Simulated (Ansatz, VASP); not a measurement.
## Two plane-wave programs on MgCd3Te2

```
Mg Cd Te
1.0
     7.48396    0.00000    0.00000
    -3.74198    6.48130    0.00000
     0.00000    0.00000    4.22702
Mg Cd Te
1 3 2
Direct
  0.00000 0.00000 0.00000
  0.50000 0.00000 0.50000
  0.50000 0.50000 0.50000
  0.00000 0.50000 0.50000
  0.33333 0.66667 0.00000
  0.66667 0.33333 0.00000
```

Change from the starting cell: species swapped into the GdCo3B2 type (P6/mmm, No. 191).

Alike in both runs: functional PBE; k mesh 6 × 6 × 10; occupations gaussian, width 0.1 eV; no spin polarisation.

Ansatz relaxed the structure, and its values are those at the end. VASP's run is a single point on that final structure, the one shown.

```csv
,VASP,Ansatz
version,VASP 6.6.1,Ansatz 0.2.0
potentials or method,"VASP PAW PBE potentials, release 64 (Mg, Cd, Te), cutoff 520 eV","scalar-relativistic, plane waves, PAW"
valence electrons in the cell,50,102
```

Ansatz gave:

* gap on the k mesh at the Fermi level (eV): none
* pressure (GPa): 0.0

Estimate VASP's values.

gap on the k mesh at the Fermi level (eV): none; pressure (GPa): 0.1.

A gap of «none» marks a metal or a gap that the smearing closes. VASP's potentials hold 50 valence electrons a cell and Ansatz's 102, so a difference there can come from the potentials and not from the codes.

Neither program's run includes spin-orbit coupling.
